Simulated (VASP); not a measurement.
Here is a VASP 6.6.1 calculation.

The input INCAR:

```
PREC = Accurate ; ENCUT = 520
EDIFF = 1E-6 ; ISMEAR = 0
SIGMA = 0.15 ; LREAL = F
LASPH = T ; NELM = 100
ALGO = Normal ; ISIF = 2
LWAVE = F ; LCHARG = F
GGA = PS ; NBANDS = 36
```

Contents of KPOINTS:

```
Automatic mesh
0
Gamma
  18 18 8
```

File POSCAR:

```
Ge
1.0
    3.9969678618      0.0000000000      0.0000000000
   -1.9984839309      3.4614757064      0.0000000000
    0.0000000000      0.0000000000      6.5963651449
Ge
4
Direct
    0.6666666667      0.3333333333      0.0629118567
    0.3333333333      0.6666666667      0.5629118567
    0.6666666667      0.3333333333      0.4370881433
    0.3333333333      0.6666666667      0.9370881433
```

Potentials or basis: VASP PAW PBE potentials, release 64 (Ge_d).

Run with:

```bash
$ cat potpaw_PBE.64/Ge_d/POTCAR > POTCAR
$ mpirun -np 1 vasp_std > vasp.out
```

**Question.** Estimate the largest force.

**Answer.** 0.004 eV/Å.

**Question.** Predict the pressure.

**Answer.** -0.1 GPa.

**Question.** Predict the band gap on the k mesh.

**Answer.** Zero (band 28 reaches 4.88 eV, above the bottom of band 29 at 4.85 eV).

Forces in eV/Å, atoms in the order of the input:
```
Ge   0.000  0.000 -0.004
Ge   0.000  0.000 -0.004
Ge   0.000  0.000  0.004
Ge   0.000  0.000  0.004
```

Caveat: the PAW data sets were made with another functional, which shifts forces and pressure a little.
